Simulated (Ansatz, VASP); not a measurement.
# One calculation of TiBH, two programs

```
Ti B H
1.0
    -1.51271    1.80037    5.04642
     1.51271   -1.80037    5.04642
     1.51271    1.80037   -5.04642
Ti B H
2 2 2
Direct
  0.86010 0.11010 0.75000
  0.13990 0.88990 0.25000
  0.50000 0.50000 0.50000
  0.50000 0.00000 0.00000
  0.00000 0.50000 0.50000
  0.50000 0.50000 0.00000
```

Change from the starting cell: species swapped into the CeRuRh type (Imma, No. 74).

Alike in both runs: functional PBE; k mesh 6 × 6 × 6; occupations gaussian, width 0.1 eV; no spin polarisation.

Ansatz relaxed the structure, and its values are those at the end. VASP's run is a single point on that final structure, the one shown.

|  | VASP | Ansatz |
| --- | --- | --- |
| version | VASP 6.6.1 | Ansatz 0.2.0 |
| potentials or method | VASP PAW PBE potentials, release 64 (Ti_sv, B, H), cutoff 520 eV | scalar-relativistic, plane waves, PAW |
| valence electrons in the cell | 32 | 32 |

|  | VASP | Ansatz | Ansatz less VASP |
| --- | --- | --- | --- |
| gap on the k mesh at the Fermi level (eV) | none | none | - |
| pressure (GPa) | 0.0 | 0.0 | 0.00 |

A gap of «none» marks a metal or a gap that the smearing closes. With one functional, cell and mesh, what is left measures potentials, basis and numerics.

The k mesh is coarse, so the values compare programs but aren't converged.
